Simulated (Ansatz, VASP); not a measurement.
## AlRu in VASP and in Ansatz

```
CELL_PARAMETERS angstrom
2.42940 -4.58763 0.00000
2.42940 4.58763 0.00000
0.00000 0.00000 2.82292
ATOMIC_POSITIONS crystal
Al 0.28361 0.71639 0.50000
Al 0.71639 0.28361 0.50000
Ru 0.50000 0.50000 0.00000
Ru 0.00000 0.00000 0.50000
```

Alike in both runs: functional PBE; k mesh 4 × 4 × 6; occupations gaussian, width 0.1 eV; no spin polarisation.

Ansatz relaxed the structure, and its values are those at the end. VASP's run is a single point on that final structure, the one shown.

```csv
,VASP,Ansatz
version,VASP 6.6.1,Ansatz 0.2.0
potentials or method,"VASP PAW PBE potentials, release 64 (Al, Ru_pv), cutoff 520 eV","scalar-relativistic, plane waves, PAW"
valence electrons in the cell,34,38
```

Ansatz gave:

| Item | Value |
| --- | --- |
| gap on the k mesh at the Fermi level (eV) | none |
| pressure (GPa) | 0.0 |
| rms of the force components (eV/Å) | 0.006 |

**Question.** Which values does VASP return?

**Answer.** gap on the k mesh at the Fermi level (eV): none; pressure (GPa): 0.0; rms of the force components (eV/Å): 0.008.

A gap of «none» marks a metal or a gap that the smearing closes. VASP's potentials hold 34 valence electrons a cell and Ansatz's 38, so a difference there can come from the potentials and not from the codes.

The k mesh is coarse, so the values compare programs but aren't converged.
